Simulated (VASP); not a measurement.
# SiC (P6_3mc) in VASP: a series of runs, part 2 of 2

VASP 6.6.1. The steps go on from the part before.

### 3 Single point, PBEsol, non-collinear spin, zero start, spin-orbit coupling

Input file INCAR:

```
PREC = Accurate ; ENCUT = 600
EDIFF = 1E-6 ; ISMEAR = 0
SIGMA = 0.01 ; LREAL = False
LASPH = True ; NELM = 200
ALGO = Normal ; ISIF = 2
LWAVE = False ; LCHARG = False
MAGMOM = 0 0 0 0 0 0 0 0 0 0 0 0 ; LORBIT = 11
LSORBIT = True ; GGA_COMPAT = False
LORBMOM = True ; GGA = PS
NBANDS = 30
```

Input file KPOINTS:

```
Automatic mesh
0
Gamma
  9 9 6
```

Input file POSCAR:

```
SiC
1.0
    3.1067266322      0.0000000000      0.0000000000
   -1.5533633161      2.6905041860      0.0000000000
    0.0000000000      0.0000000000      5.0372832444
Si C
2 2
Direct
    0.3333333333      0.6666666667     -0.0010605392
    0.6666666667      0.3333333333      0.4989394608
    0.3333333333      0.6666666667      0.3760605392
    0.6666666667      0.3333333333      0.8760605392
```

Potentials or basis: VASP PAW PBE potentials, release 64 (Si, C).

Command:

```bash
$ cat potpaw_PBE.64/Si/POTCAR potpaw_PBE.64/C/POTCAR > POTCAR
$ mpirun -np 1 vasp_ncl > vasp.out
```

OUTCAR:

```text
PREC = Accurate
   ENCUT = 600
   EDIFF = 1E-6
   ISMEAR = 0
   LREAL = False
   LASPH = True
   NELM = 200
   ISIF = 2
   LORBIT = 11
   LSORBIT = True
   GGA = PS

 ion  position               nearest neighbor table
   1  0.333  0.667  0.999-   4 1.90   4 1.90   4 1.90   3 1.90   2 3.09   2 3.09   2 3.09   2 3.09
                             2 3.09   2 3.09
   2  0.667  0.333  0.499-   3 1.90   3 1.90   3 1.90   4 1.90   1 3.09   1 3.09   1 3.09   1 3.09
                             1 3.09   1 3.09
   3  0.333  0.667  0.376-   2 1.90   2 1.90   2 1.90   1 1.90
   4  0.667  0.333  0.876-   1 1.90   1 1.90   1 1.90   2 1.90

  LATTYP: Found a hexagonal cell.
 ALAT       =     3.1067266322
 C/A-ratio  =     1.6214118076

  Lattice vectors:

 A1 = (   3.1067266322,   0.0000000000,   0.0000000000)
 A2 = (  -1.5533633161,   2.6905041860,   0.0000000000)
 A3 = (   0.0000000000,   0.0000000000,   5.0372832444)

Analysis of symmetry for initial positions (statically):
=====================================================================
 Subroutine PRICEL returns:
 Original cell was already a primitive cell.

 Routine SETGRP: Setting up the symmetry group for a
 hexagonal supercell.

 Subroutine GETGRP returns: Found 12 space group operations
 (whereof  6 operations were pure point group operations)
 out of a pool of 24 trial point group operations.

The static configuration has the point symmetry C_3v.
 The point group associated with its full space group is C_6v.

Analysis of symmetry for dynamics (positions and initial velocities):
=====================================================================
 Subroutine PRICEL returns:
 Original cell was already a primitive cell.

 Routine SETGRP: Setting up the symmetry group for a
 hexagonal supercell.

 Subroutine GETGRP returns: Found 12 space group operations
 (whereof  6 operations were pure point group operations)
 out of a pool of 24 trial point group operations.

The dynamic configuration has the point symmetry C_3v.
 The point group associated with its full space group is C_6v.

Analysis of structural, dynamic, and magnetic symmetry:
=====================================================================
 Subroutine PRICEL returns:
 Original cell was already a primitive cell.

 Routine SETGRP: Setting up the symmetry group for a
 hexagonal supercell.

 Subroutine GETGRP returns: Found 12 space group operations
 (whereof  6 operations were pure point group operations)
 out of a pool of 24 trial point group operations.

The overall configuration has the point symmetry C_3v.
 The point group associated with its full space group is C_6v.

 Subroutine INISYM returns: Found 12 space group operations
 (whereof  6 operations are pure point group operations),
 and found     1 'primitive' translations

----------------------------------------------------------------------------------------

                                     Primitive cell

  volume of cell :      42.1049

[... 900 lines left out ...]

  FORCE on cell =-STRESS in cart. coord.  units (eV):
  Direction    XX          YY          ZZ          XY          YZ          ZX
  --------------------------------------------------------------------------------------
  -------------------------------------------------------------------------------------
  Total       -1.4666876     -1.4666876      0.0633877      0.0000000      0.0000000      0.0000000
  in kB      -55.8103995    -55.8103995      2.4120299      0.0000000      0.0000000      0.0000000
  external PRESSURE =     -36.4029230 kB  Pullay stress =       0.0000000 kB

 VOLUME and BASIS-vectors are now :
 -----------------------------------------------------------------------------
  energy-cutoff  :      600.00
  volume of cell :       42.10
      direct lattice vectors                 reciprocal lattice vectors
     3.106726632  0.000000000  0.000000000     0.321882199  0.185838774  0.000000000
    -1.553363316  2.690504186  0.000000000     0.000000000  0.371677548  0.000000000
     0.000000000  0.000000000  5.037283244     0.000000000  0.000000000  0.198519708

 POSITION                                       TOTAL-FORCE (eV/Angst)
 -----------------------------------------------------------------------------------
     -0.00000      1.79367      5.03194         0.000000      0.000000     -0.001578
      1.55336      0.89683      2.51330         0.000000     -0.000000     -0.001578
     -0.00000      1.79367      1.89432         0.000000      0.000000      0.001578
      1.55336      0.89683      4.41297        -0.000000     -0.000000      0.001578
 -----------------------------------------------------------------------------------
    total drift:                               -0.000000      0.000000      0.000479

  FREE ENERGIE OF THE ION-ELECTRON SYSTEM (eV)
  ---------------------------------------------------
  free  energy   TOTEN  =       -31.8107699975 eV

  energy  without entropy=      -31.8107699975  energy(sigma->0) =      -31.81077000

 orbital moment (x)

 # of ion     p       tot
 --------------------------------
  1         0.000   0.000
  2        -0.000  -0.000
  3         0.000   0.000
  4         0.000   0.000
 --------------------------------
            0.000   0.000

 orbital moment (y)

 # of ion     p       tot
 --------------------------------
  1        -0.000  -0.000
  2         0.000   0.000
  3         0.000   0.000
  4        -0.000  -0.000
 --------------------------------
           -0.000  -0.000

 orbital moment (z)

 # of ion     p       tot
 --------------------------------
  1         0.000   0.000
  2         0.000   0.000
  3        -0.000  -0.000
  4         0.000   0.000
 --------------------------------
           -0.000  -0.000

 Spin-Orbit-Coupling matrix elements

 Ion:    1  E_soc:     -0.0002705
 l=   1
     0.0000000    -0.0000451    -0.0000451
    -0.0000451     0.0000000    -0.0000451
    -0.0000451    -0.0000451     0.0000000
 l=   2
     0.0000000     0.0000000     0.0000000     0.0000000     0.0000000
     0.0000000     0.0000000     0.0000000     0.0000000     0.0000000
     0.0000000     0.0000000     0.0000000     0.0000000     0.0000000
     0.0000000     0.0000000     0.0000000     0.0000000     0.0000000
     0.0000000     0.0000000     0.0000000     0.0000000     0.0000000
 l=   3
     0.0000000     0.0000000     0.0000000     0.0000000     0.0000000     0.0000000     0.0000000
     0.0000000     0.0000000     0.0000000     0.0000000     0.0000000     0.0000000     0.0000000
     0.0000000     0.0000000     0.0000000     0.0000000     0.0000000     0.0000000     0.0000000
     0.0000000     0.0000000     0.0000000     0.0000000     0.0000000     0.0000000     0.0000000
[... 49 lines left out ...]
 l=   2
     0.0000000     0.0000000     0.0000000     0.0000000     0.0000000
     0.0000000     0.0000000     0.0000000     0.0000000     0.0000000
     0.0000000     0.0000000     0.0000000     0.0000000     0.0000000
     0.0000000     0.0000000     0.0000000     0.0000000     0.0000000
     0.0000000     0.0000000     0.0000000     0.0000000     0.0000000
 l=   3
     0.0000000     0.0000000     0.0000000     0.0000000     0.0000000     0.0000000     0.0000000
     0.0000000     0.0000000     0.0000000     0.0000000     0.0000000     0.0000000     0.0000000
     0.0000000     0.0000000     0.0000000     0.0000000     0.0000000     0.0000000     0.0000000
     0.0000000     0.0000000     0.0000000     0.0000000     0.0000000     0.0000000     0.0000000
     0.0000000     0.0000000     0.0000000     0.0000000     0.0000000     0.0000000     0.0000000
     0.0000000     0.0000000     0.0000000     0.0000000     0.0000000     0.0000000     0.0000000
     0.0000000     0.0000000     0.0000000     0.0000000     0.0000000     0.0000000     0.0000000

 total charge

# of ion       s       p       d       tot
------------------------------------------
    1        0.708   0.955   0.000   1.663
    2        0.708   0.955   0.000   1.663
    3        0.829   1.686   0.000   2.515
    4        0.829   1.686   0.000   2.515
--------------------------------------------------
tot          3.074   5.282   0.000   8.356

 magnetization (x)

# of ion       s       p       d       tot
------------------------------------------
    1       -0.000   0.000   0.000  -0.000
    2       -0.000   0.000   0.000  -0.000
    3       -0.000   0.000   0.000  -0.000
    4        0.000   0.000   0.000   0.000
--------------------------------------------------
tot         -0.000   0.000   0.000   0.000

 magnetization (y)

# of ion       s       p       d       tot
------------------------------------------
    1       -0.000  -0.000   0.000  -0.000
    2        0.000   0.000   0.000   0.000
    3       -0.000   0.000   0.000  -0.000
    4        0.000   0.000   0.000   0.000
--------------------------------------------------
tot         -0.000   0.000   0.000  -0.000

 magnetization (z)

# of ion       s       p       d       tot
------------------------------------------
    1       -0.000   0.000   0.000   0.000
    2       -0.000  -0.000   0.000  -0.000
    3       -0.000  -0.000   0.000  -0.000
    4        0.000   0.000   0.000   0.000
--------------------------------------------------
tot         -0.000   0.000   0.000  -0.000
```

OSZICAR:

```text
N       E                     dE             d eps       ncg     rms          rms(c)
DAV:   1     0.363121172866E+02    0.36312E+02   -0.77496E+03  4320   0.108E+03
DAV:   2    -0.315314562940E+02   -0.67844E+02   -0.62659E+02  5634   0.188E+02
DAV:   3    -0.352824275388E+02   -0.37510E+01   -0.37193E+01  5798   0.386E+01
DAV:   4    -0.353233273036E+02   -0.40900E-01   -0.40854E-01  5524   0.476E+00
DAV:   5    -0.353238290963E+02   -0.50179E-03   -0.50172E-03  5510   0.513E-01    0.121E+01
DAV:   6    -0.319381422401E+02    0.33857E+01   -0.67992E+00  5414   0.158E+01    0.555E+00
DAV:   7    -0.318423254375E+02    0.95817E-01   -0.10193E+00  5456   0.602E+00    0.235E+00
DAV:   8    -0.318141088185E+02    0.28217E-01   -0.56216E-02  4994   0.147E+00    0.604E-01
DAV:   9    -0.318106108669E+02    0.34980E-02   -0.73681E-03  5504   0.583E-01    0.117E-01
DAV:  10    -0.318107460188E+02   -0.13515E-03   -0.67552E-04  5172   0.161E-01    0.848E-02
DAV:  11    -0.318107683304E+02   -0.22312E-04   -0.22983E-05  5296   0.378E-02    0.259E-02
DAV:  12    -0.318107696093E+02   -0.12789E-05   -0.10991E-05  5146   0.237E-02    0.558E-03
DAV:  13    -0.318107699975E+02   -0.38821E-06   -0.76717E-07  3832   0.615E-03
   1 F= -.31810770E+02 E0= -.31810770E+02  d E =-.943729E-19  mag=    -0.0000     0.0000    -0.0000
```

stdout:

```text
POSCAR found type information on POSCAR SiC
 POSCAR found :  2 types and       4 ions
 scaLAPACK will be used
 -----------------------------------------------------------------------------
|                                                                             |
|                                                                             |
|     You enforced a specific xc type in the INCAR file but a different       |
|     I HOPE YOU KNOW WHAT YOU ARE DOING!                                     |
|                                                                             |
 -----------------------------------------------------------------------------

 LDA part: xc-table for (Slater+PW92), standard interpolation
 POSCAR, INCAR and KPOINTS ok, starting setup
 FFT: planning ... GRIDC
 FFT: planning ... GRID_SOFT
 FFT: planning ... GRID
 WAVECAR not read
 entering main loop
```

Run time: 2.8 min. Hardware: 1 thread of Oxide Virtual Turin-like, shared host; peak memory 0.35 GiB.

Results:

| Quantity | Value |
| --- | --- |
| Free energy | -31.8108 eV |
| Pressure | -3.6 GPa |
| Net moment | 0.00 μB per cell |
| Valence electrons inside the program's atomic spheres | Si 1.66; C 2.52 |

Moments on the atoms (μB; x, y, z):
```
Si  0.00 0.00 0.00
Si  0.00 0.00 0.00
C   0.00 0.00 0.00
C   0.00 0.00 0.00
```

Caveat: the stress differs along the axes, from -6 to 0 GPa; the PAW data sets were made with another functional, which shifts forces and pressure a little.
